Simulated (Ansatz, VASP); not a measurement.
Two plane-wave programs on Ti

The input INCAR:

```
  ALGO = Fast
  EDIFF = 1E-6
  ENCUT = 520
  GGA = PS
  ISIF = 2
  ISMEAR = 0
  LASPH = True
  LCHARG = True
  LELF = True
  LREAL = False
  LVHAR = True
  LWAVE = False
  NBANDS = 19
  NELM = 80
  PREC = Accurate
  SIGMA = 0.15
```

KPOINTS

```
k-points
0
Gamma
  18 18 10
```

POSCAR

```
Ti
1.0
    2.9499978604      0.0331874759      0.0000000000
   -1.4462577330      2.5381793502      0.0000000000
    0.0000000000      0.0000000000      4.6860000000
Ti
2
Direct
    0.3333333333      0.6666666667      0.2500000000
    0.6666666667      0.3333333333      0.7500000000
```

Input for Ansatz:

```yaml
crystal:
  lattice:
    - [2.9499978604, 0.0331874759, 0.0]
    - [-1.446257733, 2.5381793502, 0.0]
    - [0.0, 0.0, 4.686]
  atoms:
    - { symbol: Ti, position: [0.3333333333, 0.6666666667, 0.25] }
    - { symbol: Ti, position: [0.6666666667, 0.3333333333, 0.75] }
basis:
  ecutwfc: 420
kpoints:
  mp_grid: { grid: [18, 18, 10] }
hamiltonian:
  xc: pbesol
scf:
  occupations: { method: gaussian, width: 0.15 }
output:
  forces: true
  stress: true
  eigenvalues: true
```

Change from the starting cell: strain +0.0225 x Voigt [0, 0, 0, 0, 0, 1], atoms carried along.

Alike in both runs: task single point; functional PBEsol; k mesh 18 × 18 × 10; occupations gaussian, width 0.15 eV; no spin polarisation.

```csv
,VASP,Ansatz
version,VASP 6.6.1,Ansatz 0.2.0
potentials or method,"VASP PAW PBE potentials, release 64 (Ti_sv), cutoff 520 eV","scalar-relativistic, plane waves, PAW"
valence electrons in the cell,24,24
```

Ansatz gave:

```
gap on the k mesh at the Fermi level (eV)                     : none
pressure (GPa)                                                : -5.8
traceless stress, the component that is largest in VASP (GPa) : -1.37
rms of the force components (eV/Å)                            : 0.034
```

Task: What did VASP give for the same quantities?

Result: gap on the k mesh at the Fermi level (eV): none; pressure (GPa): -6.2; traceless stress, the component that is largest in VASP (GPa): -1.36; rms of the force components (eV/Å): 0.033.

VASP's potentials were made for PBE, not for PBEsol. Atom by atom the forces differ by 0.000 eV/Å (rms over components). A gap of «none» marks a metal or a gap that the smearing closes. The functional is the same, so the differences come from potentials, cutoffs and numerics.
